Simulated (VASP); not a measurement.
# TiC (Fm-3m) in VASP: notebook

The runs below take TiC through single point, with r2SCAN.

All numbers are computed with VASP 6.6.1; they aren't measurements. Logs are shortened: lines on timing, memory, paths and dates and some standing lists are left out, and cuts for length are marked.

## (1) The cell of the first run

Symmetry: Fm-3m, No. 225, cubic system. The conventional cell has a = 4.241 Å, b = 4.241 Å, c = 4.241 Å, α = 90.00°, β = 90.00°, γ = 90.00°. Within 2.8 Å of Ti (site symmetry m-3m) lie 6 C at 2.12 Å. C (site symmetry m-3m) has 6 Ti at 2.12 Å within 2.8 Å.

## (2) Single point, r2SCAN (equal strain along all axes, cell held: -2.0 %)

Contents of POSCAR:

```
TiC
1.0
    2.1206360397      2.1206360397      0.0000000000
   -2.1206360397      2.1206360397      0.0000000000
    0.0000000000      0.0000000000      4.2412720793
Ti C
2 2
Direct
    0.0000000000      0.0000000000      0.0000000000
    0.5000000000      0.5000000000      0.5000000000
    0.5000000000      0.5000000000      0.0000000000
    0.0000000000      0.0000000000      0.5000000000
```

Contents of INCAR.step1:

```
  ALGO = Normal
  EDIFF = 1E-4
  ENCUT = 520
  GGA = PE
  ISMEAR = 0
  LASPH = T
  LCHARG = F
  LREAL = F
  LWAVE = T
  NBANDS = 24
  NELM = 100
  PREC = Accurate
  SIGMA = 0.1
```

Contents of INCAR.step2:

```
  ALGO = Normal
  EDIFF = 1E-6
  ENCUT = 520
  ISIF = 2
  ISMEAR = 0
  ISTART = 1
  LASPH = T
  LCHARG = F
  LMIXTAU = T
  LREAL = F
  LWAVE = F
  METAGGA = R2SCAN
  NBANDS = 24
  NELM = 100
  PREC = Accurate
  SIGMA = 0.1
```

Contents of KPOINTS:

```
k-points
0
Gamma
  18 18 12
```

Potentials or basis: VASP PAW PBE potentials, release 64 (Ti_sv, C).

Launch:

```sh
> cat potpaw_PBE.64/Ti_sv/POTCAR potpaw_PBE.64/C/POTCAR > POTCAR
> cp INCAR.step1 INCAR
> mpirun -np 1 vasp_std > vasp.out
> cp INCAR.step2 INCAR
> mpirun -np 1 vasp_std > vasp.out
```

OUTCAR:

```text
EDIFF = 1E-6
   ENCUT = 520
   ISIF = 2
   ISMEAR = 0
   ISTART = 1
   LASPH = T
   LREAL = F
   METAGGA = R2SCAN
   NELM = 100
   PREC = Accurate

 ion  position               nearest neighbor table
   1  0.000  0.000  0.000-   4 2.12   4 2.12   3 2.12   3 2.12   3 2.12   3 2.12
   2  0.500  0.500  0.500-   3 2.12   3 2.12   4 2.12   4 2.12   4 2.12   4 2.12
   3  0.500  0.500  0.000-   2 2.12   2 2.12   1 2.12   1 2.12   1 2.12   1 2.12
   4  0.000  0.000  0.500-   1 2.12   1 2.12   2 2.12   2 2.12   2 2.12   2 2.12

  LATTYP: Found a simple tetragonal cell.
 ALAT       =     2.9990322482
 C/A-ratio  =     1.4142135623

  Lattice vectors:

 A1 = (   2.1206360397,   2.1206360397,   0.0000000000)
 A2 = (  -2.1206360397,   2.1206360397,   0.0000000000)
 A3 = (   0.0000000000,   0.0000000000,   4.2412720793)

Analysis of symmetry for initial positions (statically):
=====================================================================
 Subroutine PRICEL returns following result:

  LATTYP: Found a face centered cubic cell.
 ALAT       =     4.2412720794

  Lattice vectors:

 A1 = (   0.0000000000,  -2.1206360397,  -2.1206360397)
 A2 = (   2.1206360397,   0.0000000000,  -2.1206360396)
 A3 = (   2.1206360397,  -2.1206360397,  -0.0000000000)

   2 primitive cells build up your supercell.

 Routine SETGRP: Setting up the symmetry group for a
 simple tetragonal supercell.

 Subroutine GETGRP returns: Found 16 space group operations
 (whereof 16 operations were pure point group operations)
 out of a pool of 16 trial point group operations.

The static configuration has the point symmetry D_4h.

Analysis of symmetry for dynamics (positions and initial velocities):
=====================================================================
 Subroutine PRICEL returns following result:

  LATTYP: Found a face centered cubic cell.
 ALAT       =     4.2412720794

  Lattice vectors:

 A1 = (   0.0000000000,  -2.1206360397,  -2.1206360397)
 A2 = (   2.1206360397,   0.0000000000,  -2.1206360396)
 A3 = (   2.1206360397,  -2.1206360397,  -0.0000000000)

   2 primitive cells build up your supercell.

 Routine SETGRP: Setting up the symmetry group for a
 simple tetragonal supercell.

 Subroutine GETGRP returns: Found 16 space group operations
 (whereof 16 operations were pure point group operations)
 out of a pool of 16 trial point group operations.

The dynamic configuration has the point symmetry D_4h.

 Subroutine INISYM returns: Found 16 space group operations
 (whereof 16 operations are pure point group operations),
 and found     2 'primitive' translations

----------------------------------------------------------------------------------------

                                     Primitive cell

  volume of cell :      19.0734

  direct lattice vectors                    reciprocal lattice vectors
     0.000000000 -2.120636040 -2.120636040    -0.235778319 -0.235778319 -0.235778319
     2.120636040  0.000000000 -2.120636040     0.235778319  0.235778319 -0.235778319
     2.120636040 -2.120636040 -0.000000000     0.235778319 -0.235778319  0.235778319

  length of vectors
     2.999032248  2.999032248  2.999032248     0.408380027  0.408380027  0.408380027

  position of ions in fractional coordinates (direct lattice)
     0.000000000  0.000000000  0.000000000
     0.500000000  0.500000000  0.500000000

  ion indices of the primitive-cell ions
   primitive index   ion index
                 1           1
                 2           4

----------------------------------------------------------------------------------------

 KPOINTS: k-points

Automatic generation of k-mesh.
 Grid dimensions read from file:
 generate k-points for:   18   18   12

 Generating k-lattice:

  Cartesian coordinates                     Fractional coordinates (reciprocal lattice)
     0.013098795  0.013098795  0.000000000     0.055555556  0.000000000  0.000000000
    -0.013098795  0.013098795  0.000000000     0.000000000  0.055555556  0.000000000
     0.000000000  0.000000000  0.019648193     0.000000000  0.000000000  0.083333333

  Length of vectors
     0.018524494  0.018524494  0.019648193

  Shift w.r.t. Gamma in fractional coordinates (k-lattice)
     0.000000000  0.000000000  0.000000000

 Subroutine IBZKPT returns following result:
 ===========================================

 Found    385 irreducible k-points:

 Following reciprocal coordinates:
            Coordinates               Weight
  0.000000  0.000000  0.000000      1.000000
  0.055556  0.000000  0.000000      4.000000
  0.111111  0.000000  0.000000      4.000000
  0.166667  0.000000  0.000000      4.000000
  0.222222  0.000000  0.000000      4.000000
  0.277778  0.000000  0.000000      4.000000
[... 16 lines left out ...]
  0.277778  0.111111  0.000000      8.000000
  0.333333  0.111111  0.000000      8.000000
 [... further k-points ...]
   k-points           NKPTS =    385   k-points in BZ     NKDIM =    385   number of bands    NBANDS=     24
   number of dos      NEDOS =    301   number of ions     NIONS =      4
   total plane-waves  NPLWV =  18432
   dimension x,y,z NGX =    24 NGY =   24 NGZ =   32
   dimension x,y,z NGXF=    48 NGYF=   48 NGZF=   64
   ions per type =               2   2
   NGX,Y,Z   is equivalent  to a cutoff of  13.30, 13.30, 12.54 a.u.
   NGXF,Y,Z  is equivalent  to a cutoff of  26.61, 26.61, 25.09 a.u.
 SYSTEM =  unknown system
   PREC   = accura    normal or accurate (medium, high low for compatibility)
   ISTART =      1    job   : 0-new  1-cont  2-samecut
   ICHARG =      0    charge: 1-file 2-atom 10-const
   ISPIN  =      1    spin polarized calculation?
   LNONCOLLINEAR =      F non collinear calculations
   LSORBIT =      F    spin-orbit coupling
   LASPH  =      T    aspherical Exc in radial PAW
   ENCUT  =  520.0 eV  38.22 Ry    6.18 a.u.   5.58  5.58  7.89*2*pi/ulx,y,z
   NELM   =    100;   NELMIN=  2; NELMDL=  0     # of ELM steps
   EDIFF  = 0.1E-05   stopping-criterion for ELM
   LREAL  =      F    real-space projection
   EDIFFG = 0.1E-04   stopping-criterion for IOM
   NSW    =      0    number of steps for IOM
   IBRION =     -1    ionic relax: 0-MD 1-quasi-New 2-CG
   NFREE  =      0    steps in history (QN), initial steepest desc. (CG)
   ISIF   =      2    stress and relaxation
   ISYM   =      2    0-nonsym 1-usesym 2-fastsym
   POTIM  = 0.5000    time-step for ionic-motion
   TEBEG  =    0.0;   TEEND  =   0.0 temperature during run
   PSTRESS=    0.0 pullay stress
   NELECT =      32.0000    total number of electrons
   NUPDOWN=      -1.0000    fix difference up-down
   EMIN   =  10.00;   EMAX   =-10.00  energy-range for DOS
   EFERMI =   0.00;   METHOD = LEGACY
   ISMEAR =     0;   SIGMA  =   0.10  broadening in eV -4-tet -1-fermi 0-gaus
   EFERMI_NEDOS =   21; number of points for ismear=-14 and -15
   IALGO  =     38    algorithm
   IMIX   =      4    mixing-type and parameters
     AMIX     =   0.40;   BMIX     =  1.00
     AMIX_MAG =   1.60;   BMIX_MAG =  1.00
  volume/ion in A,a.u.               =       9.54        64.36
  Fermi-wavevector in a.u.,A,eV,Ry     =   1.543969  2.917679 32.434133  2.383842
  Thomas-Fermi vector in A             =   2.649557
   LORBIT       =      0    0 simple, 1 ext, 2 COOP (PROOUT), +10 PAW based schemes
   METAGGA = R2SCAN    functional components
   LHFCALC =     F    Hartree Fock is set to
   AEXX    =    0.0000 exact exchange contribution
   IVDW    =     0    specifies the selected vdW correction
   LEPSILON=     F    determine dielectric tensor
   LRPA    =     F    only Hartree local field effects (RPA)
 non-spin polarized calculation
 Gauss-broadening in eV      SIGMA  =   0.10
  energy-cutoff  :      520.00
  volume of cell :       38.15
 maximum number of plane-waves:      1055
 NGX is ok and might be reduce to    24
   NGX = 11   NGY = 11   NGZ = 15

 number of electron      31.9999987 magnetization

 Free energy of the ion-electron system (eV)
  ---------------------------------------------------
  ext. energy  EPLUGINS =         0.00000000
  ---------------------------------------------------
  free energy    TOTEN  =       -49.59475258 eV

  energy without entropy =      -49.59209422  energy(sigma->0) =      -49.59342340

 E-fermi :  10.2645     XC(G=0): -13.9596

 val. band max:       10.2576326972   @ k =   0.0000   0.0000   0.2500
 cond. band min:      10.2679374904   @ k =   0.5000   0.4444   0.0000
 fundamental gap:      0.0103047932
 Fermi energy:        10.2644694464

 k-point     1 :       0.0000    0.0000    0.0000
  band No.  band energies     occupation
      1     -48.5298      2.00000
      2     -48.3966      2.00000
      3     -24.0307      2.00000
      4     -23.6869      2.00000
      5     -23.6869      2.00000
      6     -23.4715      2.00000
[... 16 lines left out ...]
     23      13.2323      0.00000
     24      14.3564      0.00000

 k-point     2 :       0.0556    0.0000    0.0000
  band No.  band energies     occupation
      1     -48.5278      2.00000
      2     -48.3966      2.00000
      3     -24.0255      2.00000
      4     -23.6960      2.00000
      5     -23.6838      2.00000
      6     -23.4841      2.00000
[... 16 lines left out ...]
     23      13.4953      0.00000
     24      14.3348      0.00000

 k-point     3 :       0.1111    0.0000    0.0000
  band No.  band energies     occupation
      1     -48.5220      2.00000
      2     -48.3966      2.00000
      3     -24.0102      2.00000
      4     -23.7218      2.00000
      5     -23.6747      2.00000
      6     -23.5206      2.00000
[... 16 lines left out ...]
     23      14.1376      0.00000
     24      14.2701      0.00000
[... 514 lines left out ...]
 k-point    23 :       0.2778    0.1111    0.0000
  band No.  band energies     occupation
      1     -48.4802      2.00000
      2     -48.3994      2.00000
      3     -23.8984      2.00000
      4     -23.8523      2.00000
      5     -23.7294      2.00000
      6     -23.6470      2.00000
[... 16 lines left out ...]
     23      14.6090      0.00000
     24      16.3277      0.00000

 k-point    24 :       0.3333    0.1111    0.0000
  band No.  band energies     occupation
      1     -48.4658      2.00000
      2     -48.4029      2.00000
      3     -23.8943      2.00000
      4     -23.8558      2.00000
      5     -23.7992      2.00000
      6     -23.6241      2.00000
[... 16 lines left out ...]
     23      14.9785      0.00000
     24      16.1452      0.00000

 [... further k-points ...]

------------------------ aborting loop because EDIFF is reached ----------------------------------------

  FORCE on cell =-STRESS in cart. coord.  units (eV):
  Direction    XX          YY          ZZ          XY          YZ          ZX
  --------------------------------------------------------------------------------------
  -------------------------------------------------------------------------------------
  Total        4.5383025      4.5383025      4.5223975      0.0000000     -0.0000000      0.0000000
  in kB      190.6099739    190.6099739    189.9419574      0.0000000     -0.0000000      0.0000000
  external PRESSURE =     190.3873018 kB  Pullay stress =       0.0000000 kB

 VOLUME and BASIS-vectors are now :
 -----------------------------------------------------------------------------
  energy-cutoff  :      520.00
  volume of cell :       38.15
      direct lattice vectors                 reciprocal lattice vectors
     2.120636040  2.120636040  0.000000000     0.235778319  0.235778319  0.000000000
    -2.120636040  2.120636040  0.000000000    -0.235778319  0.235778319  0.000000000
     0.000000000  0.000000000  4.241272079     0.000000000  0.000000000  0.235778319

 POSITION                                       TOTAL-FORCE (eV/Angst)
 -----------------------------------------------------------------------------------
      0.00000      0.00000      0.00000         0.000000      0.000000      0.000000
      0.00000      2.12064      2.12064        -0.000000      0.000000     -0.000000
      0.00000      2.12064      0.00000         0.000000     -0.000000      0.000000
      0.00000      0.00000      2.12064        -0.000000      0.000000      0.000000
 -----------------------------------------------------------------------------------
    total drift:                               -0.000000      0.000000     -0.000000

  FREE ENERGIE OF THE ION-ELECTRON SYSTEM (eV)
  ---------------------------------------------------
  free  energy   TOTEN  =       -49.5947525818 eV

  energy  without entropy=      -49.5920942151  energy(sigma->0) =      -49.59342340
```

It took 5.8 min on 1 thread of Intel Xeon 6975P-C (Granite Rapids), shared host; peak memory 0.38 GiB.

What came out:

| Item | Value |
| --- | --- |
| Free energy | -49.5948 eV |
| Pressure | 19.0 GPa |
| Band gap on the k mesh | zero (bands 16 and 17 overlap by 1.37 eV) |

Caveat: the cell differs from its parent crystal (equal strain along all axes, cell held: -2.0 %); the cell stands under pressure; the PAW data sets were made with another functional, which shifts forces and pressure a little.

## (3) Single point, r2SCAN

This run uses another cell than the first one, of 10.13 Å³/atom.

Contents of POSCAR:

```
TiC
1.0
    2.1639143262      2.1639143262      0.0000000000
   -2.1639143262      2.1639143262      0.0000000000
    0.0000000000      0.0000000000      4.3278286524
Ti C
2 2
Direct
    0.0000000000      0.0000000000      0.0000000000
    0.5000000000      0.5000000000      0.5000000000
    0.5000000000      0.5000000000      0.0000000000
    0.0000000000      0.0000000000      0.5000000000
```

Contents of INCAR.step1:

```
SYSTEM = TiC
  ALGO = Normal
  EDIFF = 1E-4
  ENCUT = 520
  GGA = PE
  ISMEAR = 0
  LASPH = .True.
  LCHARG = .False.
  LREAL = .False.
  LWAVE = .True.
  NBANDS = 24
  NELM = 60
  PREC = Accurate
  SIGMA = 0.1
```

Contents of INCAR.step2:

```
SYSTEM = TiC
  ALGO = Normal
  EDIFF = 1E-7
  ENCUT = 520
  ISIF = 2
  ISMEAR = 0
  ISTART = 1
  LASPH = .True.
  LCHARG = .False.
  LMIXTAU = .True.
  LREAL = .False.
  LWAVE = .False.
  METAGGA = R2SCAN
  NBANDS = 24
  NELM = 60
  PREC = Accurate
  SIGMA = 0.1
```

Contents of KPOINTS:

```
k-points
0
Gamma
  18 18 12
  0 0 0
```

Potentials or basis: VASP PAW PBE potentials, release 64 (Ti_sv, C).

Launch:

```sh
> cat potpaw_PBE.64/Ti_sv/POTCAR potpaw_PBE.64/C/POTCAR > POTCAR
> cp INCAR.step1 INCAR
> mpirun -np 1 vasp_std > vasp.out
> cp INCAR.step2 INCAR
> mpirun -np 1 vasp_std > vasp.out
```

Run time: 7.6 min. Hardware: 1 thread of Intel Xeon 6975P-C (Granite Rapids), shared host; peak memory 0.4 GiB.

It converged, with:

```yaml
Free_energy: -49.7391 eV
Pressure: 1.0 GPa
Band_gap_on_the_k_mesh: zero (bands 16 and 17 overlap by 1.33 eV)
```

Levels at points of the mesh, in eV from the Fermi level:
```tsv
k point	band 14	band 15	band 16	band 17	band 18	band 19
(0.00, 0.00, 0.00)	-0.16	0.85	0.85	0.85	1.66	1.66
(0.50, 0.00, 0.00)	-2.85	-2.82	-2.82	2.37	2.37	3.34
(0.50, 0.50, 0.00)	-1.53	-0.16	-0.16	-0.16	-0.16	2.73
(0.00, 0.00, 0.50)	-0.48	-0.47	-0.47	-0.47	-0.47	2.20
(0.50, 0.00, 0.50)	-3.15	-3.15	-3.15	3.14	3.14	3.14
(0.50, 0.50, 0.50)	-3.33	-2.95	-2.95	2.99	2.99	2.99
```

Caveat: the PAW data sets were made with another functional, which shifts forces and pressure a little.
